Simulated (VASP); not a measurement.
Here is a VASP 6.6.1 calculation.

INCAR

```
PREC = Accurate ; ENCUT = 600
EDIFF = 1E-8 ; ISMEAR = -1
SIGMA = 0.15 ; LREAL = F
LASPH = T ; NELM = 100
ALGO = Normal ; ISIF = 3
LWAVE = F ; LCHARG = F
GGA = PE ; IBRION = 6
NFREE = 2 ; POTIM = 0.015
NSW = 1
```

File KPOINTS:

```
Automatic mesh
0
Gamma
  20 20 20
```

File POSCAR:

```
AlCo
1.0
    2.8541810362      0.0000000000      0.0000000000
    0.0000000000      2.8541810362      0.0000000000
    0.0000000000      0.0000000000      2.8541794786
Al Co
1 1
Direct
    0.5000000000      0.5000000000      0.5000000000
    0.0000000000      0.0000000000      0.0000000000
```

Potentials or basis: VASP PAW PBE potentials, release 64 (Al, Co).

Command:

```bash
$ cat potpaw_PBE.64/Al/POTCAR potpaw_PBE.64/Co/POTCAR > POTCAR
$ mpirun -np 1 vasp_std > vasp.out
```

Question: Predict the elastic constants C11, C12, C44.

Answer: 275, 128, 139 GPa.

Question: Predict the Voigt bulk modulus.

Answer: 177 GPa.

Question: Predict the highest phonon frequency at Γ, LO-TO splitting left out.

Answer: 326 cm⁻¹.

Elastic tensor in Voigt notation (GPa, in the Cartesian axes of the cell as first typed):
```
275 128 128   0   0   0
128 275 128   0   0   0
128 128 275   0   0   0
  0   0   0 139   0   0
  0   0   0   0 139   0
  0   0   0   0   0 139
```

Spin polarisation is off, so any magnetic state and its effect on volume and gap are missing.
